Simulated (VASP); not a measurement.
Crystal: Sc4Ta.

```
Sc Ta
1.0
     4.74516    0.00000    0.00000
    -2.37258    4.10943    0.00000
     0.00000    0.00000    5.69332
Sc Ta
4 1
Cartesian
  2.3726 0.0000 0.0000
  -1.1863 2.0547 0.0000
  1.1863 2.0547 0.0000
  0.0000 0.0000 0.0000
  0.0000 0.0000 2.8467
```

The cell was generated, and may not be a known phase.

| Property | Result |
| --- | --- |
| Program | VASP 6.6.1 |
| Task | relaxation of cell and atoms |
| Functional | PBE |
| Potentials or basis | VASP PAW PBE potentials, release 64 (Sc_sv, Ta_pv) |
| Cutoff | 600 eV |
| k mesh | 6 × 6 × 4 |
| Occupations | gaussian, width 0.1 eV |
| Spin | no spin polarisation |

At the start: pressure 20.6 GPa; volume 22.20 Å³/atom.

**Question.** How do energy, volume and symmetry change on relaxing?

**Answer.** Over 8 steps the energy falls by 1600.6 meV/atom and the volume is 30.66 Å³/atom (+38.1 %); space group P6/mmm (No. 191, to 0.1 Å) before and after.

The path:
| step | energy change (eV) | largest force (eV/Å) | pressure (GPa) | volume (Å³) |
| --- | --- | --- | --- | --- |
| 1 | 0.0000 | 0.0000 | 20.59 | 111.02 |
| 2 | -7.7122 | 0.0000 | -0.91 | 157.61 |
| 3 | -7.8418 | 0.0000 | -3.02 | 167.50 |
| 4 | -7.8479 | 0.0000 | -2.49 | 164.64 |
| 5 | -7.9969 | 0.0000 | -0.09 | 153.78 |
| 6 | -7.9993 | 0.0000 | -0.39 | 154.86 |
| 7 | -7.9992 | 0.0000 | -0.44 | 155.05 |
| 8 | -8.0031 | 0.0000 | -0.03 | 153.30 |

Final structure:
```cif
data_structure
_symmetry_space_group_name_H-M 'P 1'
_symmetry_Int_Tables_number 1
_cell_length_a 6.0874
_cell_length_b 6.0874
_cell_length_c 4.7769
_cell_angle_alpha 90.000
_cell_angle_beta 90.000
_cell_angle_gamma 120.000
_cell_volume 153.30
loop_
_atom_site_label
_atom_site_type_symbol
_atom_site_fract_x
_atom_site_fract_y
_atom_site_fract_z
_atom_site_occupancy
Sc1 Sc 0.50000 0.00000 0.00000 1
Sc2 Sc 0.00000 0.50000 0.00000 1
Sc3 Sc 0.50000 0.50000 0.00000 1
Sc4 Sc 0.00000 0.00000 0.00000 1
Ta1 Ta 0.00000 0.00000 0.50000 1
```

Caveat: the volume moved by over 15 % at a fixed basis, so the end points are rough.
